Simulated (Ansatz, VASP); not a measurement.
One calculation of YZr2O2, two programs

```
Y Zr O
1.0
    -1.96720    1.96720    4.81115
     1.96720   -1.96720    4.81115
     1.96720    1.96720   -4.81115
Y Zr O
1 2 2
Direct
  0.00000 0.00000 0.00000
  0.75000 0.25000 0.50000
  0.25000 0.75000 0.50000
  0.37500 0.37500 0.00000
  0.62500 0.62500 0.00000
```

Change from the starting cell: species swapped into the YSi2Ir2 type (I4/mmm, No. 139).

Alike in both runs: task relaxation of cell and atoms; functional PBE; k mesh 6 × 6 × 6; occupations gaussian, width 0.1 eV; no spin polarisation.

|  | VASP | Ansatz |
| --- | --- | --- |
| version | VASP 6.6.1 | Ansatz 0.2.0 |
| potentials or method | VASP PAW PBE potentials, release 64 (Y_sv, Zr_sv, O), cutoff 600 eV | scalar-relativistic, plane waves, PAW |
| valence electrons in the cell | 47 | 47 |

|  | VASP | Ansatz | Ansatz less VASP |
| --- | --- | --- | --- |
| gap on the k mesh at the Fermi level, each at its own relaxed structure (eV) | none | none | - |
| relaxed volume (Å³/atom) | 20.53 | 20.56 | +0.023 |
| relaxed cell length with the largest relative difference (Å) | 6.456 | 6.476 | +0.0205 |

A gap of «none» marks a metal or a gap that the smearing closes.

The k mesh is coarse, so the values compare programs but aren't converged. Noted on VASP's run: the volume moved by over 15 % at a fixed basis, so the end points are rough.
